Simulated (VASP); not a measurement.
Write the native input for VASP 6.6.1 that does the following.

* Task: single point
* Functional: PBE
* Potentials or basis: VASP PAW PBE potentials, release 64 (Ti_sv, Se)
* Cutoff: 520 eV
* k mesh: 6 × 6 × 6
* Occupations: gaussian, width 0.1 eV
* Spin: collinear spin
* Starting moments: [-1.0, 1.0, 1.0, 0.0] μB
* Dipole correction: no
* Further INCAR settings: ALGO = Normal; EDIFF = 1e-06; NBANDS = 33

The structure of Ti3Se lies in POSCAR:

```
Ti3Se
1.0
    2.4487104586      2.0260148992      4.0337410617
   -2.4487104586      2.0260148992      4.0337410617
    0.0000000000     -3.2912883712      3.6393441435
Ti Se
3 1
Direct
    0.0000000000      0.0000000000      0.5000000000
    0.5000000000      0.0000000000      0.0000000000
    0.0000000000      0.5000000000      0.0000000000
    0.0000000000      0.0000000000      0.0000000000
```

The cell was generated, and may not be a known phase.

These files were run (other wordings do the same):

INCAR

```
PREC = Accurate
ENCUT = 520
EDIFF = 1E-6
ISMEAR = 0
SIGMA = 0.1
LREAL = False
LASPH = True
NELM = 150
ALGO = Normal
ISIF = 2
LWAVE = False
LCHARG = False
ISPIN = 2
MAGMOM = -1 1 1 0
LORBIT = 11
LMAXMIX = 4
GGA = PE
NBANDS = 33
```

KPOINTS

```
Automatic mesh
0
Gamma
  6 6 6
```

Potentials or basis: VASP PAW PBE potentials, release 64 (Ti_sv, Se).

Launch:

```bash
$ cat potpaw_PBE.64/Ti_sv/POTCAR potpaw_PBE.64/Se/POTCAR > POTCAR
$ mpirun -np 1 vasp_std > vasp.out
```

Results of the run:

| Item | Value |
| --- | --- |
| Pressure | 0.1 GPa |
| Band gap on the k mesh | zero (filled and empty bands overlap) |
| Net moment | 0.00 μB per cell |
| Valence electrons inside the program's atomic spheres | Ti 10.21, 10.37 (each value once); Se 4.03 |

It took 7.5 min on 1 thread of Intel(R) Xeon(R) Platinum 8559C (Emerald Rapids) (shared host), peak memory 0.49 GiB.
